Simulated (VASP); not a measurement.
# Mn (P6_3/mmc) in VASP: single point with LDA

Aim: the single point of Mn with LDA.

Program: VASP 6.6.1. These are calculated values, not measurements. Logs are shortened: lines on timing, memory, paths and dates and some standing lists are left out, and cuts for length are marked.

## (1) The cell of the first run

Symmetry: P6_3/mmc, No. 194, hexagonal system. Conventional cell: a = 2.452 Å, b = 2.452 Å, c = 8.128 Å, α = 90.00°, β = 90.00°, γ = 120.00°. Mn (site symmetry 3m) has 10 Mn at 1.91 to 2.58 Å within 2.6 Å.

This isn't the form of Mn at room conditions, which is a 58-atom cubic cell.

## (2) Single point, LDA

Input file INCAR:

```
PREC = Accurate
ENCUT = 520
EDIFF = 1E-6
ISMEAR = 0
SIGMA = 0.1
LREAL = False
LASPH = True
NELM = 100
ALGO = Fast
ISIF = 2
LWAVE = False
LCHARG = False
NBANDS = 34
```

Input file KPOINTS:

```
regular mesh
0
Gamma
  18 18 6
```

Input file POSCAR:

```
Mn
1.0
    2.4518338990      0.0000000000      0.0000000000
   -1.2259169495      2.1233504424      0.0000000000
    0.0000000000      0.0000000000      8.1279260588
Mn
4
Direct
    0.3333333333      0.6666666667      0.1327885981
    0.6666666667      0.3333333333      0.6327885981
    0.3333333333      0.6666666667      0.3672114019
    0.6666666667      0.3333333333      0.8672114019
```

Potentials or basis: VASP PAW LDA potentials, release 64 (Mn_pv).

Run with:

```
$ cat potpaw_LDA.64/Mn_pv/POTCAR > POTCAR
$ mpirun -np 1 vasp_std > vasp.out
```

OUTCAR:

```text
PREC = Accurate
   ENCUT = 520
   EDIFF = 1E-6
   ISMEAR = 0
   LREAL = False
   LASPH = True
   NELM = 100
   ISIF = 2

 ion  position               nearest neighbor table
   1  0.333  0.667  0.133-   3 1.91   4 2.58   4 2.58   4 2.58   3 3.11   3 3.11   3 3.11   3 3.11
                             3 3.11   3 3.11
   2  0.667  0.333  0.633-   4 1.91   3 2.58   3 2.58   3 2.58   4 3.11   4 3.11   4 3.11   4 3.11
                             4 3.11   4 3.11
   3  0.333  0.667  0.367-   1 1.91   2 2.58   2 2.58   2 2.58   1 3.11   1 3.11   1 3.11   1 3.11
                             1 3.11   1 3.11
   4  0.667  0.333  0.867-   2 1.91   1 2.58   1 2.58   1 2.58   2 3.11   2 3.11   2 3.11   2 3.11
                             2 3.11   2 3.11

  LATTYP: Found a hexagonal cell.
 ALAT       =     2.4518338990
 C/A-ratio  =     3.3150394332

  Lattice vectors:

 A1 = (   2.4518338990,   0.0000000000,   0.0000000000)
 A2 = (  -1.2259169495,   2.1233504424,   0.0000000000)
 A3 = (   0.0000000000,   0.0000000000,   8.1279260588)

Analysis of symmetry for initial positions (statically):
=====================================================================
 Subroutine PRICEL returns:
 Original cell was already a primitive cell.

 Routine SETGRP: Setting up the symmetry group for a
 hexagonal supercell.

 Subroutine GETGRP returns: Found 24 space group operations
 (whereof 12 operations were pure point group operations)
 out of a pool of 24 trial point group operations.

The static configuration has the point symmetry D_3d.
 The point group associated with its full space group is D_6h.

Analysis of symmetry for dynamics (positions and initial velocities):
=====================================================================
 Subroutine PRICEL returns:
 Original cell was already a primitive cell.

 Routine SETGRP: Setting up the symmetry group for a
 hexagonal supercell.

 Subroutine GETGRP returns: Found 24 space group operations
 (whereof 12 operations were pure point group operations)
 out of a pool of 24 trial point group operations.

The dynamic configuration has the point symmetry D_3d.
 The point group associated with its full space group is D_6h.

 Subroutine INISYM returns: Found 24 space group operations
 (whereof 12 operations are pure point group operations),
 and found     1 'primitive' translations

----------------------------------------------------------------------------------------
[... 97 lines left out ...]
   EDIFF  = 0.1E-05   stopping-criterion for ELM
   LREAL  =      F    real-space projection
   EDIFFG = 0.1E-04   stopping-criterion for IOM
   NSW    =      0    number of steps for IOM
   IBRION =     -1    ionic relax: 0-MD 1-quasi-New 2-CG
   NFREE  =      0    steps in history (QN), initial steepest desc. (CG)
   ISIF   =      2    stress and relaxation
   ISYM   =      2    0-nonsym 1-usesym 2-fastsym
   POTIM  = 0.5000    time-step for ionic-motion
   TEBEG  =    0.0;   TEEND  =   0.0 temperature during run
   PSTRESS=    0.0 pullay stress
   NELECT =      52.0000    total number of electrons
   NUPDOWN=      -1.0000    fix difference up-down
   EMIN   =  10.00;   EMAX   =-10.00  energy-range for DOS
   EFERMI =   0.00;   METHOD = LEGACY
   ISMEAR =     0;   SIGMA  =   0.10  broadening in eV -4-tet -1-fermi 0-gaus
   EFERMI_NEDOS =   21; number of points for ismear=-14 and -15
   IALGO  =     68    algorithm
   IMIX   =      4    mixing-type and parameters
     AMIX     =   0.40;   BMIX     =  1.00
     AMIX_MAG =   1.60;   BMIX_MAG =  1.00
  volume/ion in A,a.u.               =      10.58        71.39
  Fermi-wavevector in a.u.,A,eV,Ry     =   1.753524  3.313680 41.835840  3.074847
  Thomas-Fermi vector in A             =   2.823643
   LORBIT       =      0    0 simple, 1 ext, 2 COOP (PROOUT), +10 PAW based schemes
   GGA     = CA    functional components
   LHFCALC =     F    Hartree Fock is set to
   AEXX    =    0.0000 exact exchange contribution
   IVDW    =     0    specifies the selected vdW correction
   LEPSILON=     F    determine dielectric tensor
   LRPA    =     F    only Hartree local field effects (RPA)
 non-spin polarized calculation
 RMM-DIIS sequential band-by-band and
 Gauss-broadening in eV      SIGMA  =   0.10
  energy-cutoff  :      520.00
  volume of cell :       42.31
 maximum number of plane-waves:      1165
   NGX =  9   NGY =  9   NGZ = 31

 number of electron      52.0000100 magnetization

 Free energy of the ion-electron system (eV)
  ---------------------------------------------------
  ext. energy  EPLUGINS =         0.00000000
  ---------------------------------------------------
  free energy    TOTEN  =       -39.07952248 eV

  energy without entropy =      -39.05732279  energy(sigma->0) =      -39.06842263

 E-fermi :  10.6720     XC(G=0): -14.3818

 val. band max:       10.6716665917   @ k =   0.2778   0.1667   0.0000
 cond. band min:      10.6734699409   @ k =   0.1111   0.0556   0.3333
 fundamental gap:      0.0018033492
 Fermi energy:        10.6719778559

 k-point     1 :       0.0000    0.0000    0.0000
  band No.  band energies     occupation
      1     -38.1666      2.00000
      2     -37.9030      2.00000
      3     -36.6487      2.00000
      4     -36.6487      2.00000
      5     -36.6203      2.00000
      6     -36.6203      2.00000
[... 877 lines left out ...]
     33      13.5118      0.00000
     34      14.4322      0.00000

 [... further k-points ...]

------------------------ aborting loop because EDIFF is reached ----------------------------------------

  FORCE on cell =-STRESS in cart. coord.  units (eV):
  Direction    XX          YY          ZZ          XY          YZ          ZX
  --------------------------------------------------------------------------------------
  -------------------------------------------------------------------------------------
  Total        0.0388255      0.0388255      2.9191175      0.0000000      0.0000000      0.0000000
  in kB        1.4700593      1.4700593    110.5273334      0.0000000      0.0000000      0.0000000
  external PRESSURE =      37.8224840 kB  Pullay stress =       0.0000000 kB

 VOLUME and BASIS-vectors are now :
 -----------------------------------------------------------------------------
  energy-cutoff  :      520.00
  volume of cell :       42.31
      direct lattice vectors                 reciprocal lattice vectors
     2.451833899  0.000000000  0.000000000     0.407857971  0.235476910  0.000000000
    -1.225916949  2.123350442  0.000000000     0.000000000  0.470953819  0.000000000
     0.000000000  0.000000000  8.127926059     0.000000000  0.000000000  0.123032615

 POSITION                                       TOTAL-FORCE (eV/Angst)
 -----------------------------------------------------------------------------------
     -0.00000      1.41557      1.07930        -0.000000      0.000000     -0.804990
      1.22592      0.70778      5.14326        -0.000000      0.000000     -0.804990
     -0.00000      1.41557      2.98467         0.000000     -0.000000      0.804990
      1.22592      0.70778      7.04863         0.000000     -0.000000      0.804990
 -----------------------------------------------------------------------------------
    total drift:                               -0.000000      0.000000     -0.000000

  FREE ENERGIE OF THE ION-ELECTRON SYSTEM (eV)
  ---------------------------------------------------
  free  energy   TOTEN  =       -39.0795224784 eV

  energy  without entropy=      -39.0573227856  energy(sigma->0) =      -39.06842263
```

OSZICAR:

```text
N       E                     dE             d eps       ncg     rms          rms(c)
DAV:   1     0.640827381042E+03    0.64083E+03   -0.30020E+04 10104   0.219E+03
DAV:   2    -0.183753361451E+01   -0.64266E+03   -0.62205E+03 10086   0.597E+02
DAV:   3    -0.428659846607E+02   -0.41028E+02   -0.39240E+02 10772   0.170E+02
[... 16 lines left out ...]
RMM:  20    -0.390795375593E+02    0.15579E-04   -0.17677E-05 11410   0.361E-02    0.374E-02
RMM:  21    -0.390795298827E+02    0.76766E-05   -0.88544E-06  8777   0.240E-02    0.203E-02
RMM:  22    -0.390795240009E+02    0.58818E-05   -0.12460E-05  9630   0.269E-02    0.839E-03
RMM:  23    -0.390795225642E+02    0.14367E-05   -0.44792E-06  7951   0.155E-02    0.342E-03
RMM:  24    -0.390795224784E+02    0.85814E-07   -0.40636E-07  5351   0.472E-03
   1 F= -.39079522E+02 E0= -.39068423E+02  d E =-.221997E-01
```

stdout:

```text
POSCAR found type information on POSCAR Mn
 POSCAR found :  1 types and       4 ions
 scaLAPACK will be used
 LDA part: xc-table for (Slater(with rela. corr.)+CA(PZ))
 , standard interpolation
 POSCAR, INCAR and KPOINTS ok, starting setup
 FFT: planning ... GRIDC
 FFT: planning ... GRID_SOFT
 FFT: planning ... GRID
 WAVECAR not read
 entering main loop
```

It took 8.3 min on 1 thread of Intel Xeon 8259CL, shared host; peak memory 0.25 GiB.

Results:

| Property | Result |
| --- | --- |
| Free energy | -39.0795 eV |
| Pressure | 3.8 GPa |
| Largest force | 0.805 eV/Å |
| Band gap on the k mesh | zero (bands 26 and 27 overlap by 1.87 eV) |

Forces in eV/Å, atoms in the order of the input:
```
Mn   0.000  0.000 -0.805
Mn   0.000  0.000 -0.805
Mn   0.000  0.000  0.805
Mn   0.000  0.000  0.805
```

Caveat: atoms lie so close that the PAW spheres overlap strongly, which falsifies energies and pressures; the cell stands under pressure; the run has no spin polarisation, though such a crystal can be magnetic.
